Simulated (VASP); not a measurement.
Runs of VASP 6.6.1 on Ti3Al. The structure is that of space group P-6m2 (No. 187), or close to it. The cells are those of the table. 

| fixed moment (μB) | cell | pressure (GPa) | moment (μB) | largest force (eV/Å) |
| --- | --- | --- | --- | --- |
| 1.5 | a = 2.839, b = 2.839, c = 8.946 Å, angles 90.0, 90.0, 120.0°, 4 atoms | (b) | 1.50 | 0.19 |
| 0.5 | a = 3.096, b = 3.096, c = 9.755 Å, angles 90.0, 90.0, 120.0°, 4 atoms | -13.1 | 0.50 | 0.08 |
| 2.5 | a = 3.096, b = 3.096, c = 9.755 Å, angles 90.0, 90.0, 120.0°, 4 atoms | -11.8 | 2.50 | 0.05 |
| 0.5 | a = 2.930, b = 2.930, c = 9.232 Å, angles 90.0, 90.0, 120.0°, 4 atoms | -0.1 | 0.50 | 0.01 |
| 1.0 | a = 3.096, b = 3.096, c = 9.755 Å, angles 90.0, 90.0, 120.0°, 4 atoms | (a) | 1.00 | 0.05 |

Alike in all rows: task single point; level PBE; potentials or basis VASP PAW PBE potentials, release 64 (Ti_sv, Al); spin collinear; k mesh 18 × 18 × 6; cutoff (eV) 520; smearing gaussian 0.15 eV.

Task: Fill in the values left out.

Result: (a) -12.9; (b) 12.3.

Caveats: the total moment is fixed, so each spin has its own Fermi level; the cell stands under tension (at least some runs); the cell stands under pressure (at least some runs).
